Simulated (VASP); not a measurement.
# MgZn4O (Cmmm) in VASP: relaxation of cell and atoms with PBE

Aim: the relaxation of cell and atoms of MgZn4O with PBE.

Everything below comes from runs of VASP 6.6.1. Logs are shortened: lines on timing, memory, paths and dates and some standing lists are left out, and cuts for length are marked.

### Step 1. The cell of the first run

It takes space group Cmmm (No. 65, orthorhombic). Conventional cell: a = 5.082 Å, b = 8.209 Å, c = 3.968 Å, α = 90.00°, β = 90.00°, γ = 90.00°. Mg (site symmetry mmm) has 14 Zn at 2.80 to 3.12 Å and 4 O at 3.22 Å within 3.7 Å. Zn (site symmetry m2m) has 2 O at 2.38 Å and 7 Zn at 2.47 to 2.95 Å and 3 Mg at 2.80 to 2.86 Å within 3.1 Å. Within 3.2 Å of Zn (site symmetry 2/m) lie 2 O at 2.41 Å and 6 Zn at 2.47 to 2.54 Å and 4 Mg at 3.12 Å. Within 3.3 Å of O (site symmetry mmm) lie 8 Zn at 2.38 to 2.41 Å and 4 Mg at 3.22 Å.

The cell was built from a structure type or drawn by symmetry, and may not be a known phase.

### Step 2. Relaxation of cell and atoms, PBE

The input, INCAR:

```
SYSTEM = MgZn4O
ALGO = Normal
EDIFF = 1E-6
EDIFFG = -0.08
ENCUT = 600
GGA = PE
IBRION = 2
ISIF = 3
ISMEAR = 0
LASPH = .True.
LCHARG = .False.
LREAL = .False.
LWAVE = .False.
NELM = 60
NSW = 36
PREC = Accurate
SIGMA = 0.2
```

The input, KPOINTS:

```
k-points
0
Gamma
  4 4 4
  0 0 0
```

The input, POSCAR:

```
MgZn4O
1.0
    2.5410229700     -4.1046956600      0.0000000000
    2.5410229700      4.1046956600      0.0000000000
    0.0000000000      0.0000000000      3.9675559300
Mg Zn O
1 4 1
Direct
    0.0000000000      0.0000000000      0.0000000000
    0.3409232300      0.6590767700      0.0000000000
    0.6590767700      0.3409232300      0.0000000000
    0.5000000000      0.0000000000      0.5000000000
    0.0000000000      0.5000000000      0.5000000000
    0.5000000000      0.5000000000      0.5000000000
```

Potentials or basis: VASP PAW PBE potentials, release 64 (Mg, Zn, O).

The run is started by

```
$ cat potpaw_PBE.64/Mg/POTCAR potpaw_PBE.64/Zn/POTCAR potpaw_PBE.64/O/POTCAR > POTCAR
$ mpirun -np 1 vasp_std > vasp.out
```

OUTCAR:

```text
SYSTEM = MgZn4O
   EDIFF = 1E-6
   EDIFFG = -0.08
   ENCUT = 600
   GGA = PE
   IBRION = 2
   ISIF = 3
   ISMEAR = 0
   LASPH = .True.
   LREAL = .False.
   NELM = 60
   NSW = 36
   PREC = Accurate

 ion  position               nearest neighbor table
   1  0.000  0.000  0.000-   2 2.80   3 2.80   3 2.86   2 2.86   3 2.86   2 2.86   4 3.12   5 3.12
                             4 3.12   5 3.12   5 3.12   5 3.12   4 3.12   4 3.12
   2  0.341  0.659  0.000-   6 2.38   6 2.38   4 2.47   4 2.47   5 2.47   5 2.47   3 2.61   1 2.80
                             1 2.86   1 2.86   3 2.95   3 2.95
   3  0.659  0.341  0.000-   6 2.38   6 2.38   4 2.47   4 2.47   5 2.47   5 2.47   2 2.61   1 2.80
                             1 2.86   1 2.86   2 2.95   2 2.95
   4  0.500  0.000  0.500-   6 2.41   6 2.41   2 2.47   2 2.47   3 2.47   3 2.47   5 2.54   5 2.54
                             1 3.12   1 3.12   1 3.12   1 3.12
   5  0.000  0.500  0.500-   6 2.41   6 2.41   2 2.47   2 2.47   3 2.47   3 2.47   4 2.54   4 2.54
                             1 3.12   1 3.12   1 3.12   1 3.12
   6  0.500  0.500  0.500-   2 2.38   3 2.38   2 2.38   3 2.38   4 2.41   5 2.41   4 2.41   5 2.41

  LATTYP: Found a base centered orthorhombic cell.
 ALAT       =     5.0820459400
 B/A-ratio  =     1.6153713321
 C/A-ratio  =     0.7807005243

  Lattice vectors:

 A1 = (   2.5410229700,  -4.1046956600,   0.0000000000)
 A2 = (   2.5410229700,   4.1046956600,   0.0000000000)
 A3 = (   0.0000000000,   0.0000000000,   3.9675559300)

Analysis of symmetry for initial positions (statically):
=====================================================================
 Subroutine PRICEL returns:
 Original cell was already a primitive cell.

 Routine SETGRP: Setting up the symmetry group for a
 base centered orthorhombic supercell.

 Subroutine GETGRP returns: Found  8 space group operations
 (whereof  8 operations were pure point group operations)
 out of a pool of  8 trial point group operations.

The static configuration has the point symmetry D_2h.

Analysis of symmetry for dynamics (positions and initial velocities):
=====================================================================
 Subroutine PRICEL returns:
 Original cell was already a primitive cell.

 Routine SETGRP: Setting up the symmetry group for a
 base centered orthorhombic supercell.

 Subroutine GETGRP returns: Found  8 space group operations
 (whereof  8 operations were pure point group operations)
 out of a pool of  8 trial point group operations.

The dynamic configuration has the point symmetry D_2h.

 Subroutine INISYM returns: Found  8 space group operations
 (whereof  8 operations are pure point group operations),
[... 92 lines left out ...]
   ISTART =      0    job   : 0-new  1-cont  2-samecut
   ICHARG =      2    charge: 1-file 2-atom 10-const
   ISPIN  =      1    spin polarized calculation?
   LNONCOLLINEAR =      F non collinear calculations
   LSORBIT =      F    spin-orbit coupling
   LASPH  =      T    aspherical Exc in radial PAW
   ENCUT  =  600.0 eV  44.10 Ry    6.64 a.u.   9.64  9.64  7.92*2*pi/ulx,y,z
   NELM   =     60;   NELMIN=  2; NELMDL= -5     # of ELM steps
   EDIFF  = 0.1E-05   stopping-criterion for ELM
   LREAL  =      F    real-space projection
   EDIFFG = -.8E-01   stopping-criterion for IOM
   NSW    =     36    number of steps for IOM
   IBRION =      2    ionic relax: 0-MD 1-quasi-New 2-CG
   NFREE  =      1    steps in history (QN), initial steepest desc. (CG)
   ISIF   =      3    stress and relaxation
   ISYM   =      2    0-nonsym 1-usesym 2-fastsym
   POTIM  = 0.5000    time-step for ionic-motion
   TEBEG  =    0.0;   TEEND  =   0.0 temperature during run
   PSTRESS=    0.0 pullay stress
   NELECT =      56.0000    total number of electrons
   NUPDOWN=      -1.0000    fix difference up-down
   EMIN   =  10.00;   EMAX   =-10.00  energy-range for DOS
   EFERMI =   0.00;   METHOD = LEGACY
   ISMEAR =     0;   SIGMA  =   0.20  broadening in eV -4-tet -1-fermi 0-gaus
   EFERMI_NEDOS =   21; number of points for ismear=-14 and -15
   IALGO  =     38    algorithm
   IMIX   =      4    mixing-type and parameters
     AMIX     =   0.40;   BMIX     =  1.00
     AMIX_MAG =   1.60;   BMIX_MAG =  1.00
  volume/ion in A,a.u.               =      13.79        93.09
  Fermi-wavevector in a.u.,A,eV,Ry     =   1.437220  2.715952 28.104219  2.065602
  Thomas-Fermi vector in A             =   2.556322
   LORBIT       =      0    0 simple, 1 ext, 2 COOP (PROOUT), +10 PAW based schemes
   GGA     = PE    functional components
   LHFCALC =     F    Hartree Fock is set to
   AEXX    =    0.0000 exact exchange contribution
   IVDW    =     0    specifies the selected vdW correction
   LEPSILON=     F    determine dielectric tensor
   LRPA    =     F    only Hartree local field effects (RPA)
 conjugate gradient relaxation of ions
 non-spin polarized calculation
 Gauss-broadening in eV      SIGMA  =   0.20
  energy-cutoff  :      600.00
  volume of cell :       82.76
 maximum number of plane-waves:      2780
 NGX is ok and might be reduce to    40
   NGX = 19   NGY = 19   NGZ = 15

--------------------------------------- Ionic step        1  -------------------------------------------

 number of electron      56.0000020 magnetization

 Free energy of the ion-electron system (eV)
  ---------------------------------------------------
  ext. energy  EPLUGINS =         0.00000000
  ---------------------------------------------------
  free energy    TOTEN  =       -11.12682305 eV

  energy without entropy =      -11.10395959  energy(sigma->0) =      -11.11539132

------------------------ aborting loop because EDIFF is reached ----------------------------------------

  FORCE on cell =-STRESS in cart. coord.  units (eV):
  Direction    XX          YY          ZZ          XY          YZ          ZX
  --------------------------------------------------------------------------------------
  -------------------------------------------------------------------------------------
  Total        5.3632170      2.4843379      7.2472219      0.0000000      0.0000000      0.0000000
  in kB      103.8229454     48.0926418    140.2941418      0.0000000      0.0000000      0.0000000
  external PRESSURE =      97.4032430 kB  Pullay stress =       0.0000000 kB
[... 227 lines left out ...]
--------------------------------------- Ionic step        7  -------------------------------------------

 number of electron      56.0000076 magnetization

 Free energy of the ion-electron system (eV)
  ---------------------------------------------------
  ext. energy  EPLUGINS =         0.00000000
  ---------------------------------------------------
  free energy    TOTEN  =       -11.45404963 eV

  energy without entropy =      -11.42316341  energy(sigma->0) =      -11.43860652

 E-fermi :   2.8876     XC(G=0): -10.7632

 val. band max:        2.7128670551   @ k =   0.5000  -0.0000   0.2500
 cond. band min:       2.9048335629   @ k =  -0.2500   0.2500   0.2500
 fundamental gap:      0.1919665078
 Fermi energy:         2.8876238389

 k-point     1 :       0.0000    0.0000    0.0000
  band No.  band energies     occupation
      1     -14.8717      2.00000
      2      -5.8015      2.00000
      3      -5.1239      2.00000
      4      -4.9448      2.00000
      5      -4.9136      2.00000
      6      -4.8982      2.00000
[... 778 lines left out ...]
  FREE ENERGIE OF THE ION-ELECTRON SYSTEM (eV)
  ---------------------------------------------------
  free  energy   TOTEN  =       -11.4540496338 eV

  energy  without entropy=      -11.4231634137  energy(sigma->0) =      -11.43860652

 reached required accuracy - stopping structural energy minimisation
```

OSZICAR:

```text
N       E                     dE             d eps       ncg     rms          rms(c)
DAV:   1     0.424753600016E+03    0.42475E+03   -0.30309E+04  1410   0.272E+03
DAV:   2     0.353482208578E+02   -0.38941E+03   -0.38146E+03  1386   0.494E+02
DAV:   3    -0.121055041201E+02   -0.47454E+02   -0.46415E+02  1630   0.157E+02
[... 74 lines left out ...]
DAV:   4    -0.114543646966E+02    0.13734E-02   -0.45877E-03  1726   0.515E-01    0.133E-01
DAV:   5    -0.114540424036E+02    0.32229E-03   -0.75419E-04  1522   0.352E-01    0.242E-02
DAV:   6    -0.114540489965E+02   -0.65929E-05   -0.16876E-04  1522   0.157E-01    0.125E-02
DAV:   7    -0.114540498489E+02   -0.85238E-06   -0.24109E-05  1498   0.408E-02    0.451E-03
DAV:   8    -0.114540496338E+02    0.21503E-06   -0.15130E-06   947   0.258E-02
   7 F= -.11454050E+02 E0= -.11438607E+02  d E =-.192612E-02
```

Run time: 3.3 min. Hardware: 1 thread of AMD EPYC 9R45 (Zen 5), shared host; peak memory 0.23 GiB.

Results:

```
Free energy                           : -11.4540 eV
Relaxed volume                        : 15.18 Å³/atom
Relaxed cell                          : a = 4.821 Å, b = 4.821 Å, c = 4.264 Å, α = 90.00°, β = 90.00°, γ = 113.23°
Space group after relaxing (to 0.1 Å) : Cmmm (No. 65)
Energy gained by relaxing             : 54.5 meV/atom
Ionic steps                           : 7
Pressure after relaxing               : -0.1 GPa
Largest force after relaxing          : 0.059 eV/Å
Band gap on the k mesh                : zero (bands 28 and 29 overlap by 1.98 eV)
```

Forces on the atoms (eV/Å):
```
Mg   0.000  0.000  0.000
Zn   0.000  0.059  0.000
Zn   0.000 -0.059  0.000
Zn   0.000  0.000  0.000
Zn   0.000  0.000  0.000
O    0.000  0.000  0.000
```

Stress tensor (GPa, compression positive):
```
-0.26  0.00  0.00
 0.00  0.06  0.00
 0.00  0.00  0.03
```

The path:
| step | energy change (eV) | largest force (eV/Å) | pressure (GPa) | volume (Å³) |
| --- | --- | --- | --- | --- |
| 1 | 0.0000 | 0.0013 | 9.74 | 82.76 |
| 2 | -0.2852 | 0.0378 | -1.58 | 93.19 |
| 3 | -0.2891 | 0.0372 | -0.56 | 91.92 |
| 4 | -0.3088 | 0.0630 | -0.31 | 91.51 |
| 5 | -0.3249 | 0.1028 | 0.20 | 90.80 |
| 6 | -0.3253 | 0.1096 | 0.29 | 90.66 |
| 7 | -0.3272 | 0.0588 | -0.06 | 91.09 |

Final structure:
```cif
data_structure
_symmetry_space_group_name_H-M 'P 1'
_symmetry_Int_Tables_number 1
_cell_length_a 4.8214
_cell_length_b 4.8214
_cell_length_c 4.2644
_cell_angle_alpha 90.000
_cell_angle_beta 90.000
_cell_angle_gamma 113.235
_cell_volume 91.09
loop_
_atom_site_label
_atom_site_type_symbol
_atom_site_fract_x
_atom_site_fract_y
_atom_site_fract_z
_atom_site_occupancy
Mg1 Mg 0.00000 0.00000 0.00000 1
Zn1 Zn 0.33936 0.66064 0.00000 1
Zn2 Zn 0.66064 0.33936 0.00000 1
Zn3 Zn 0.50000 0.00000 0.50000 1
Zn4 Zn 0.00000 0.50000 0.50000 1
O1 O 0.50000 0.50000 0.50000 1
```

Levels at points of the mesh, in eV from the Fermi level:
```csv
k point,band 24,band 25,band 26,band 27,band 28,band 29,band 30,band 31,band 32,band 33
"(0.00, 0.00, 0.00)",-4.05,-3.59,-1.65,-1.07,-0.42,0.93,2.18,2.23,2.87,3.06
"(0.50, 0.00, 0.00)",-3.96,-3.46,-1.73,-1.63,1.08,1.35,2.57,2.63,3.21,4.29
"(0.50, 0.50, 0.00)",-4.06,-3.13,-2.90,-1.69,-0.50,0.11,2.93,3.68,4.96,4.99
"(0.00, 0.00, 0.50)",-4.63,-3.26,-2.71,-0.42,0.74,0.83,1.24,1.90,2.86,3.18
"(0.50, 0.00, 0.50)",-4.88,-3.59,-3.41,-2.45,-0.41,0.94,1.33,3.48,3.53,5.53
"(0.50, 0.50, 0.50)",-5.23,-3.27,-2.15,-1.48,-0.80,-0.32,0.88,1.14,2.30,7.34
```

Caveat: the k points lie up to 0.37 Å⁻¹ apart in the final cell, too coarse for converged energies and pressures of a metal; the relaxation stopped at a loose force limit of 0.08 eV/Å, so its end isn't a converged minimum.
